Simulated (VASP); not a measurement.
Set up this calculation in VASP 6.6.1, as the native input.

* Task: single point
* Functional: LDA
* Potentials or basis: VASP PAW LDA potentials, release 64 (Hf_pv, Ge_d)
* Cutoff: 520 eV
* k mesh: 11 × 11 × 11
* Occupations: fermi-dirac, width 0.05 eV
* Spin: no spin polarisation
* Dipole correction: no
* Further INCAR settings: ALGO = Normal; EDIFF = 1e-06; NBANDS = 19

The structure of HfGe (zincblende type) lies in POSCAR:

```
HfGe
1.0
    0.0000000000      2.6451401700      2.6451401700
    2.6451401700      0.0000000000      2.6451401700
    2.6451401700      2.6451401700      0.0000000000
Hf Ge
1 1
Direct
    0.0000000000      0.0000000000      0.0000000000
    0.2500000000      0.2500000000      0.2500000000
```

This cell differs from its parent crystal: volume scaled by 0.7.

The input as run:

INCAR

```
  PREC = Accurate
  ENCUT = 520
  EDIFF = 1E-6
  ISMEAR = -1
  SIGMA = 0.05
  LREAL = False
  LASPH = True
  NELM = 60
  ALGO = Normal
  ISIF = 2
  LWAVE = False
  LCHARG = True
  GGA = CA
  LELF = True
  LVHAR = True
  NBANDS = 19
```

KPOINTS

```
regular mesh
0
Gamma
  11 11 11
```

Potentials or basis: VASP PAW LDA potentials, release 64 (Hf_pv, Ge_d).

Command:

```console
$ cat potpaw_LDA.64/Hf_pv/POTCAR potpaw_LDA.64/Ge_d/POTCAR > POTCAR
$ mpirun -np 1 vasp_std > vasp.out
```

It gave:

```json
{
 "Pressure": "51.0 GPa",
 "Band gap on the k mesh": "zero (band 12 reaches 5.84 eV, above the bottom of band 13 at 5.15 eV)"
}
```

Caveat: spin-orbit coupling is left out, which moves the levels of the heavy elements.

Wall time 24 s on 1 thread of Intel(R) Xeon(R) Platinum 8559C (Emerald Rapids), with other jobs on the host, peak memory 0.17 GiB.
